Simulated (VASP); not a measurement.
# AlGa3N4 in VASP: notebook

Runs on AlGa3N4. Level: PBEsol. Tasks: single point.

Everything below comes from runs of VASP 6.6.1. Logs are shortened: lines on timing, memory, paths and dates and some standing lists are left out, and cuts for length are marked.

### 1 The cell of the first run

The cell holds a disordered packing, 16 atoms: a = 5.844 Å, b = 5.834 Å, c = 5.864 Å, α = 87.46°, β = 89.85°, γ = 89.42°.

### 2 Single point, PBEsol

Input file INCAR:

```
ALGO = Normal
EDIFF = 1E-6
ENCUT = 520
GGA = PS
ISIF = 2
ISMEAR = -1
ISYM = 0
LASPH = T
LCHARG = F
LREAL = Auto
LWAVE = F
NBANDS = 76
NELM = 100
PREC = Accurate
SIGMA = 0.05
```

Input file KPOINTS:

```
k-points
0
Gamma
  1 1 1
```

Input file POSCAR:

```
AlGa3N4
1.0
    5.8442820000      0.0295190000      0.0072460000
    0.0295190000      5.8328170000      0.1297100000
    0.0072460000      0.1297100000      5.8621710000
Al Ga N
2 6 8
Direct
    0.7800253304      0.3402513613      0.3059787803
    0.0848508835     -0.0420288029      0.0281751806
    0.2407709043      0.2509536287      0.5328509146
    0.5453175731      0.9636422013      0.2675364808
    0.0816868929      0.7869526386      0.4537272062
    0.6847334445      0.1037340291      0.7949945644
    0.3719418936      0.4769620207      0.0291532208
    0.9575337766      0.5194385753      0.8392599487
    0.4205381664      0.6653556301      0.6694356923
    0.2846244529      0.7707333153      0.1797069367
    0.8803262948      0.0145028289      0.2696345763
    0.2531338888      0.1782951240      0.8544130035
    0.4665518082      0.2762797132      0.3190952847
    0.5717902959      0.7998127684      0.6209761014
    0.9862507437      0.4683532953      0.5055493129
    0.7123810674      0.4946778790      0.0277055069
```

Potentials or basis: VASP PAW PBE potentials, release 64 (Al, Ga_d, N).

Launch:

```sh
$ cat potpaw_PBE.64/Al/POTCAR potpaw_PBE.64/Ga_d/POTCAR potpaw_PBE.64/N/POTCAR > POTCAR
$ mpirun -np 1 vasp_gam > vasp.out
```

OUTCAR:

```text
EDIFF = 1E-6
   ENCUT = 520
   GGA = PS
   ISIF = 2
   ISMEAR = -1
   ISYM = 0
   LASPH = T
   LREAL = Auto
   NELM = 100
   PREC = Accurate

 ion  position               nearest neighbor table
   1  0.780  0.340  0.306-  15 1.87  16 1.87  13 1.87  11 2.00   4 2.62   7 2.97   3 3.04   8 3.07
                             2 3.32
   2  0.085  0.958  0.028-  10 1.80  12 1.89  11 1.89   5 2.65   6 2.82   8 2.94   4 3.04   1 3.32

   3  0.241  0.251  0.533-  13 1.82  12 1.92  15 1.95   1 3.04
   4  0.545  0.964  0.268-  13 1.91  11 1.98  10 1.99  14 2.25   1 2.62   2 3.04
   5  0.082  0.787  0.454-  15 1.96  10 2.00  11 2.04   2 2.65   8 2.79
   6  0.685  0.104  0.795-  14 2.19   2 2.82
   7  0.372  0.477  0.029-  16 1.99  10 2.02  13 2.09  12 2.18   8 2.67   1 2.97
   8  0.958  0.519  0.839-  16 1.81  15 2.00   7 2.67   5 2.79   2 2.94   1 3.07
   9  0.421  0.665  0.669-  14 1.21
  10  0.285  0.771  0.180-   2 1.80   4 1.99   5 2.00   7 2.02
  11  0.880  0.015  0.270-   2 1.89   4 1.98   1 2.00   5 2.04
  12  0.253  0.178  0.854-   2 1.89   3 1.92   7 2.18
  13  0.467  0.276  0.319-   3 1.82   1 1.87   4 1.91   7 2.09
  14  0.572  0.800  0.621-   9 1.21   6 2.19   4 2.25
  15  0.986  0.468  0.506-   1 1.87   3 1.95   5 1.96   8 2.00
  16  0.712  0.495  0.028-   8 1.81   1 1.87   7 1.99

IMPORTANT INFORMATION: All symmetrisations will be switched off!
NOSYMM: (Re-)initialisation of all symmetry stuff for point group C_1.

----------------------------------------------------------------------------------------

                                     Primitive cell

  volume of cell :     199.7297

  direct lattice vectors                    reciprocal lattice vectors
     5.844282000  0.029519000  0.007246000     0.171112008 -0.000861692 -0.000192439
     0.029519000  5.832817000  0.129710000    -0.000861692  0.171532487 -0.003794368
     0.007246000  0.129710000  5.862171000    -0.000192439 -0.003794368  0.170669460

  length of vectors
     5.844361040  5.834333742  5.863610323     0.171114286  0.171576612  0.170711742

  position of ions in fractional coordinates (direct lattice)
     0.780025330  0.340251361  0.305978780
     0.084850884  0.957971197  0.028175181
     0.240770904  0.250953629  0.532850915
     0.545317573  0.963642201  0.267536481
     0.081686893  0.786952639  0.453727206
     0.684733444  0.103734029  0.794994564
[... 8 lines left out ...]
     0.986250744  0.468353295  0.505549313
     0.712381067  0.494677879  0.027705507

  ion indices of the primitive-cell ions
   primitive index   ion index
                 1           1
                 2           2
                 3           3
                 4           4
                 5           5
                 6           6
[... 8 lines left out ...]
                15          15
                16          16

----------------------------------------------------------------------------------------

 KPOINTS: k-points

Automatic generation of k-mesh.
 Grid dimensions read from file:
 generate k-points for:    1    1    1

 Generating k-lattice:

  Cartesian coordinates                     Fractional coordinates (reciprocal lattice)
     0.171112008 -0.000861692 -0.000192439     1.000000000 -0.000000000  0.000000000
    -0.000861692  0.171532487 -0.003794368     0.000000000  1.000000000 -0.000000000
    -0.000192439 -0.003794368  0.170669460     0.000000000  0.000000000  1.000000000

  Length of vectors
     0.171114286  0.171576612  0.170711742

  Shift w.r.t. Gamma in fractional coordinates (k-lattice)
     0.000000000  0.000000000  0.000000000

 Subroutine IBZKPT returns following result:
 ===========================================

 Found      1 irreducible k-points:

 Following reciprocal coordinates:
            Coordinates               Weight
  0.000000  0.000000  0.000000      1.000000
   k-points           NKPTS =      1   k-points in BZ     NKDIM =      1   number of bands    NBANDS=     76
   number of dos      NEDOS =    301   number of ions     NIONS =     16
   total plane-waves  NPLWV = 110592
   dimension x,y,z NGX =    48 NGY =   48 NGZ =   48
   dimension x,y,z NGXF=    96 NGYF=   96 NGZF=   96
   ions per type =               2   6   8
   NGX,Y,Z   is equivalent  to a cutoff of  13.65, 13.68, 13.61 a.u.
   NGXF,Y,Z  is equivalent  to a cutoff of  27.31, 27.35, 27.22 a.u.
 SYSTEM =  unknown system
   PREC   = accura    normal or accurate (medium, high low for compatibility)
   ISTART =      0    job   : 0-new  1-cont  2-samecut
   ICHARG =      2    charge: 1-file 2-atom 10-const
   ISPIN  =      1    spin polarized calculation?
   LNONCOLLINEAR =      F non collinear calculations
   LSORBIT =      F    spin-orbit coupling
   LASPH  =      T    aspherical Exc in radial PAW
   ENCUT  =  520.0 eV  38.22 Ry    6.18 a.u.  10.87 10.85 10.90*2*pi/ulx,y,z
   NELM   =    100;   NELMIN=  2; NELMDL= -5     # of ELM steps
   EDIFF  = 0.1E-05   stopping-criterion for ELM
   LREAL  =      T    real-space projection
   EDIFFG = 0.1E-04   stopping-criterion for IOM
   NSW    =      0    number of steps for IOM
   IBRION =     -1    ionic relax: 0-MD 1-quasi-New 2-CG
   NFREE  =      0    steps in history (QN), initial steepest desc. (CG)
   ISIF   =      2    stress and relaxation
   ISYM   =      0    0-nonsym 1-usesym 2-fastsym
   POTIM  = 0.5000    time-step for ionic-motion
   TEBEG  =    0.0;   TEEND  =   0.0 temperature during run
   PSTRESS=    0.0 pullay stress
   NELECT =     124.0000    total number of electrons
   NUPDOWN=      -1.0000    fix difference up-down
   EMIN   =  10.00;   EMAX   =-10.00  energy-range for DOS
   EFERMI =   0.00;   METHOD = LEGACY
   ISMEAR =    -1;   SIGMA  =   0.05  broadening in eV -4-tet -1-fermi 0-gaus
   EFERMI_NEDOS =   21; number of points for ismear=-14 and -15
   IALGO  =     38    algorithm
   IMIX   =      4    mixing-type and parameters
     AMIX     =   0.40;   BMIX     =  1.00
     AMIX_MAG =   1.60;   BMIX_MAG =  1.00
  volume/ion in A,a.u.               =      12.48        84.24
  Fermi-wavevector in a.u.,A,eV,Ry     =   1.396587  2.639166 26.537538  1.950454
  Thomas-Fermi vector in A             =   2.519926
   LORBIT       =      0    0 simple, 1 ext, 2 COOP (PROOUT), +10 PAW based schemes
   GGA     = PS    functional components
   LHFCALC =     F    Hartree Fock is set to
   AEXX    =    0.0000 exact exchange contribution
   IVDW    =     0    specifies the selected vdW correction
   LEPSILON=     F    determine dielectric tensor
   LRPA    =     F    only Hartree local field effects (RPA)
 non-spin polarized calculation
  energy-cutoff  :      520.00
  volume of cell :      199.73
 maximum number of plane-waves:      2684
 NGX is ok and might be reduce to    42
   NGX = 21   NGY = 21   NGZ = 21

 number of electron     124.0000010 magnetization

 Free energy of the ion-electron system (eV)
  ---------------------------------------------------
  ext. energy  EPLUGINS =         0.00000000
  ---------------------------------------------------
  free energy    TOTEN  =      -101.24084954 eV

  energy without entropy =     -101.24079216  energy(sigma->0) =     -101.24082085

 E-fermi :   6.3312     XC(G=0): -11.2219

 val. band max:        5.7992723747   @ k =   0.0000   0.0000   0.0000
 cond. band min:       6.8830764333   @ k =   0.0000   0.0000   0.0000
 fundamental gap:      1.0838040586
 Fermi energy:         6.3311522943

 k-point     1 :       0.0000    0.0000    0.0000
  band No.  band energies     occupation
      1     -15.9007      2.00000
      2     -11.1776      2.00000
      3     -10.5434      2.00000
      4     -10.4599      2.00000
      5      -9.9774      2.00000
      6      -9.8897      2.00000
[... 66 lines left out ...]
     73      11.1563      0.00000
     74      11.3823      0.00000
 [bands above 74 left out]

------------------------ aborting loop because EDIFF is reached ----------------------------------------

  FORCE on cell =-STRESS in cart. coord.  units (eV):
  Direction    XX          YY          ZZ          XY          YZ          ZX
  --------------------------------------------------------------------------------------
  -------------------------------------------------------------------------------------
  Total       -7.1705137     -1.8412602     -1.2771222      1.2691120     -1.4908264     -0.1482810
  in kB      -57.5199176    -14.7700902    -10.2447280     10.1804727    -11.9590055     -1.1894697
  external PRESSURE =     -27.5115786 kB  Pullay stress =       0.0000000 kB

 VOLUME and BASIS-vectors are now :
 -----------------------------------------------------------------------------
  energy-cutoff  :      520.00
  volume of cell :      199.73
      direct lattice vectors                 reciprocal lattice vectors
     5.844282000  0.029519000  0.007246000     0.171112008 -0.000861692 -0.000192439
     0.029519000  5.832817000  0.129710000    -0.000861692  0.171532487 -0.003794368
     0.007246000  0.129710000  5.862171000    -0.000192439 -0.003794368  0.170669460

 POSITION                                       TOTAL-FORCE (eV/Angst)
 -----------------------------------------------------------------------------------
      4.57095      2.04734      1.84349         0.186861      0.096677     -0.280366
      0.52438      5.59383      0.29004         0.173266      1.071380     -1.603035
      1.41840      1.53999      3.15796        -0.864778      0.503156      1.563908
      3.21737      5.67155      1.69729         0.072875     -1.355457      0.462723
      0.50392      4.65141      2.76249         0.106205     -0.694047      0.442614
      4.01060      0.72839      4.67881        -0.618279      0.009502     -0.062089
[... 8 lines left out ...]
      5.78142      2.82651      3.03151         0.200214     -0.269513      0.613651
      4.17816      2.90999      0.23174         0.446651     -0.069988     -0.068031
 -----------------------------------------------------------------------------------
    total drift:                                0.000169      0.001486     -0.002105

  FREE ENERGIE OF THE ION-ELECTRON SYSTEM (eV)
  ---------------------------------------------------
  free  energy   TOTEN  =      -101.2408495371 eV

  energy  without entropy=     -101.2407921628  energy(sigma->0) =     -101.24082085
```

Wall time 98 s (1 thread of AMD EPYC 7R13, shared host); peak memory 0.31 GiB.

What came out:

| Property | Result |
| --- | --- |
| Free energy | -101.2408 eV |
| Pressure | -2.8 GPa |
| Largest force | 1.936 eV/Å |

Forces on the atoms (eV/Å):
```
Al   0.187  0.097 -0.280
Al   0.173  1.071 -1.603
Ga  -0.865  0.503  1.564
Ga   0.073 -1.355  0.463
Ga   0.106 -0.694  0.443
Ga  -0.618  0.010 -0.062
Ga   0.592  0.095  0.458
Ga  -0.052  0.108 -0.942
N    0.041  0.926 -0.834
N    0.774 -0.138  0.272
N   -0.702  0.724  0.010
N   -0.575 -0.310 -0.441
N    0.092 -0.084 -0.002
N    0.126 -0.611  0.409
N    0.200 -0.270  0.614
N    0.447 -0.070 -0.068
```

Levels at points of the mesh, in eV from the Fermi level:
```
           k point  band 60  band 61  band 62  band 63  band 64  band 65
(0.00, 0.00, 0.00)    -2.28    -1.41    -0.53     0.55     0.59     1.05
```

Caveat: the k points lie up to 1.08 Å⁻¹ apart, too coarse for converged energies, forces and pressures; the standard files for N, O and F lose accuracy on very short bonds; the atoms stand as in a frame of molecular dynamics; the PAW data sets were made with another functional, which shifts forces and pressure a little.

[end of part 1 of 2]
